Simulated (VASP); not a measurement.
Wanted: the native input for a VASP 6.6.1 run.

- Task: single point
- Functional: r2SCAN
- Potentials or basis: VASP PAW PBE potentials, release 64 (Ti_sv, N)
- Cutoff: 660 eV
- k mesh: 9 × 9 × 9
- Occupations: methfessel-paxton, width 0.3 eV
- Spin: no spin polarisation
- Dipole correction: no
- Further INCAR settings: ALGO = Normal; EDIFF = 1e-06; NBANDS = 16

Crystal: TiN.

```xyz
2
Lattice="0.0000 2.1190 2.1190 2.1190 0.0000 2.1190 2.1190 2.1190 0.0000" Properties=species:S:1:pos:R:3 pbc="T T T"
Ti    0.0000    0.0000    0.0000
N     2.1190    2.1190    2.1190
```

The input as run:

POSCAR

```
TiN
1.0
    0.0000000000      2.1190000000      2.1190000000
    2.1190000000      0.0000000000      2.1190000000
    2.1190000000      2.1190000000      0.0000000000
Ti N
1 1
Direct
    0.0000000000      0.0000000000      0.0000000000
    0.5000000000      0.5000000000      0.5000000000
```

INCAR.step1

```
PREC = Accurate
ENCUT = 660
ISMEAR = 1
SIGMA = 0.3
LREAL = F
LASPH = T
NELM = 120
NBANDS = 16
GGA = PE
ALGO = Normal
EDIFF = 1E-5
LWAVE = T
LCHARG = F
GGA_COMPAT = F
```

INCAR.step2

```
PREC = Accurate
ENCUT = 660
EDIFF = 1E-6
ISMEAR = 1
SIGMA = 0.3
LREAL = F
LASPH = T
NELM = 120
ALGO = Normal
ISIF = 2
LWAVE = F
LCHARG = F
METAGGA = R2SCAN
LMIXTAU = T
NBANDS = 16
ISTART = 1
GGA_COMPAT = F
```

KPOINTS

```
Automatic mesh
0
Gamma
  9 9 9
```

Potentials or basis: VASP PAW PBE potentials, release 64 (Ti_sv, N).

Run with:

```console
$ cat potpaw_PBE.64/Ti_sv/POTCAR potpaw_PBE.64/N/POTCAR > POTCAR
$ cp INCAR.step1 INCAR
$ mpirun -np 1 vasp_std > vasp.out
$ cp INCAR.step2 INCAR
$ mpirun -np 1 vasp_std > vasp.out
```

Results of the run:

```
Pressure               : 0.4 GPa
Band gap on the k mesh : zero (an odd number of electrons rules out a gap without spin polarisation)
```

Caveat: so wide a smearing shifts energies and pressures; the PAW data sets were made with another functional, which shifts forces and pressure a little.

Run time: 110 s on 1 thread of Intel(R) Xeon(R) Platinum 8259CL CPU @ 2.50GHz (Skylake/Cascade Lake), on a shared host, peak memory 0.17 GiB.
